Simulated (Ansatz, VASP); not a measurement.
# In2TeO2 in VASP and in Ansatz

```
In Te O
1.0
     3.77161    0.00000    0.00000
    -1.88581    3.26631    0.00000
     0.00000    0.00000    7.43663
In Te O
2 1 2
Cartesian
  0.0000 2.1775 2.3140
  1.8858 1.0888 5.1227
  0.0000 0.0000 0.0000
  0.0000 2.1775 4.6003
  1.8858 1.0888 2.8363
```

Change from the starting cell: species swapped into the Er2SeO2 type (P-3m1, No. 164).

Alike in both runs: functional PBE; k mesh 6 × 6 × 4; occupations gaussian, width 0.1 eV; no spin polarisation.

Ansatz relaxed the structure, and its values are those at the end. VASP's run is a single point on that final structure, the one shown.

```csv
,VASP,Ansatz
version,VASP 6.6.1,Ansatz 0.2.0
potentials or method,"VASP PAW PBE potentials, release 64 (In_d, Te, O), cutoff 520 eV","scalar-relativistic, plane waves, PAW"
valence electrons in the cell,44,54
```

VASP gave:

```
gap on the k mesh at the Fermi level (eV) : none
pressure (GPa)                            : 0.1
rms of the force components (eV/Å)        : 0.007
```

Which values does Ansatz return?

gap on the k mesh at the Fermi level (eV): none; pressure (GPa): 0.0; rms of the force components (eV/Å): 0.007.

A gap of «none» marks a metal or a gap that the smearing closes. VASP's potentials hold 44 valence electrons a cell and Ansatz's 54, so a difference there can come from the potentials and not from the codes.

Neither program's run includes spin-orbit coupling.
